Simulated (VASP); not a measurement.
Write the native input for VASP 6.6.1 that does the following.

```
Task                   : single point
Functional             : r2SCAN
Potentials or basis    : VASP PAW PBE potentials, release 64 (Ta_sv_GW, N)
Cutoff                 : 770 eV
k mesh                 : 4 × 4 × 7
Occupations            : gaussian, width 0.05 eV
Spin                   : collinear spin
Starting moments       : [2.0, 2.0, 2.0, 0.0, 0.0, 0.0] μB
Hubbard terms          : Ta d U = 4.0 eV, J = 0.9 eV
Dipole correction      : no
LDAUTYPE               : 1
Hund's J               : 0.9
Further INCAR settings : ALGO = Normal; EDIFF = 1e-06; NBANDS = 40
```

The system is TaN.

```xyz
6
Lattice="5.1850 0.0000 0.0000 -2.5925 4.4903 0.0000 0.0000 0.0000 2.9080" Properties=species:S:1:pos:R:3 pbc="T T T"
Ta    0.0000    0.0000    0.0000
Ta    0.0000    2.9936    1.4540
Ta    2.5925    1.4968    1.4540
N     2.5925    0.0000    0.0000
N     1.2963    2.2452    0.0000
N    -1.2963    2.2452    0.0000
```

These files were run (other wordings do the same):

POSCAR

```
TaN
1.0
    5.1850002000      0.0000000000      0.0000000000
   -2.5925001000      4.4903418900      0.0000000000
    0.0000000000      0.0000000000      2.9080005300
Ta N
3 3
Direct
    0.0000000000      0.0000000000      0.0000000000
    0.3333333333      0.6666666667      0.5000000000
    0.6666666667      0.3333333333      0.5000000000
    0.5000000000      0.0000000000      0.0000000000
    0.5000000000      0.5000000000      0.0000000000
    0.0000000000      0.5000000000      0.0000000000
```

INCAR.step1

```
ALGO     = Normal         # electronic algorithm
EDIFF    = 1E-5           # SCF threshold, eV
ENCUT    = 770            # plane-wave cutoff, eV
GGA      = PE             # functional
GGA_COMPAT= F            
ISMEAR   = 0              # smearing method
ISPIN    = 2              # spin polarisation
LASPH    = T              # aspherical terms in the spheres
LCHARG   = F              # write CHGCAR
LDAU     = T              # DFT+U
LDAUJ    = 0.9 0        
LDAUL    = 2 -1           # shell
LDAUTYPE = 1            
LDAUU    = 4 0            # U, eV
LMAXMIX  = 4              # l up to which the mixer works
LREAL    = F              # projectors in reciprocal space
LWAVE    = T              # write WAVECAR
MAGMOM   = 2 2 2 0 0 0    # initial moments
NBANDS   = 40             # bands
NELM     = 200            # most SCF steps
PREC     = Accurate       # precision mode
SIGMA    = 0.05           # smearing width, eV
```

INCAR.step2

```
ALGO     = Normal         # electronic algorithm
EDIFF    = 1E-6           # SCF threshold, eV
ENCUT    = 770            # plane-wave cutoff, eV
GGA_COMPAT= F            
ISIF     = 2              # what is computed and relaxed
ISMEAR   = 0              # smearing method
ISPIN    = 2              # spin polarisation
ISTART   = 1            
LASPH    = T              # aspherical terms in the spheres
LCHARG   = T              # write CHGCAR
LDAU     = T              # DFT+U
LDAUJ    = 0.9 0        
LDAUL    = 2 -1           # shell
LDAUPRINT= 1            
LDAUTYPE = 1            
LDAUU    = 4 0            # U, eV
LELF     = T              # ELF
LMAXMIX  = 4              # l up to which the mixer works
LMIXTAU  = T            
LORBIT   = 11             # projections on sites
LREAL    = F              # projectors in reciprocal space
LVHAR    = T            
LWAVE    = F              # write WAVECAR
MAGMOM   = 2 2 2 0 0 0    # initial moments
METAGGA  = R2SCAN         # meta-GGA
NBANDS   = 40             # bands
NELM     = 200            # most SCF steps
PREC     = Accurate       # precision mode
SIGMA    = 0.05           # smearing width, eV
```

KPOINTS

```
k-points
0
Gamma
  4 4 7
```

Potentials or basis: VASP PAW PBE potentials, release 64 (Ta_sv_GW, N).

The run is started by

```sh
$ cat potpaw_PBE.64/Ta_sv_GW/POTCAR potpaw_PBE.64/N/POTCAR > POTCAR
$ cp INCAR.step1 INCAR
$ mpirun -np 1 vasp_std > vasp.out
$ cp INCAR.step2 INCAR
$ mpirun -np 1 vasp_std > vasp.out
```

It gave:

```json
{"Pressure": "15.6 GPa", "Band gap on the k mesh": "zero (filled and empty bands overlap)", "Net moment": "0.00 μB per cell", "Valence electrons inside the program's atomic spheres": "Ta 10.74, 11.19 (each value once); N 3.86"}
```

Caveat: the cell stands under pressure; the PAW data sets were made with another functional, which shifts forces and pressure a little; spin-orbit coupling is left out, which moves the levels of the heavy elements.

Run time: 5.5 min on 1 thread of Intel(R) Xeon(R) 6975P-C (Granite Rapids), on a shared host, peak memory 0.39 GiB.
